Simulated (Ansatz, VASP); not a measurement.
**One calculation of KMgF3, two programs**

```
K Mg F
1.0
     3.70328    0.00000    0.00000
     0.00000    3.70328    0.00000
     0.00000    0.00000    3.70328
K Mg F
1 1 3
Direct
  0.50000 0.50000 0.50000
  0.00000 0.00000 0.00000
  0.50000 0.00000 0.00000
  0.00000 0.50000 0.00000
  0.00000 0.00000 0.50000
```

Alike in both runs: task single point; functional PBEsol; k mesh 6 × 6 × 6; no spin polarisation.

```csv
,VASP,Ansatz
version,VASP 6.6.1,Ansatz 0.2.0
potentials or method,"VASP PAW PBE potentials, release 64 (K_sv, Mg, F), cutoff 520 eV","scalar-relativistic, plane waves, PAW"
occupations,"gaussian, width 0.01 eV",fixed
valence electrons in the cell,32,40
```

VASP gave:

| Property | Result |
| --- | --- |
| gap on the k mesh at the Fermi level (eV) | 8.99 |
| least direct gap on the mesh (eV) | 9.29 |
| pressure (GPa) | 27.1 |

What did Ansatz give for the same quantities?

gap on the k mesh at the Fermi level (eV): 9.02; least direct gap on the mesh (eV): 9.31; pressure (GPa): 27.0.

VASP's potentials were made for PBE, not for PBEsol. VASP's potentials hold 32 valence electrons a cell and Ansatz's 40, so a difference there can come from the potentials and not from the codes.
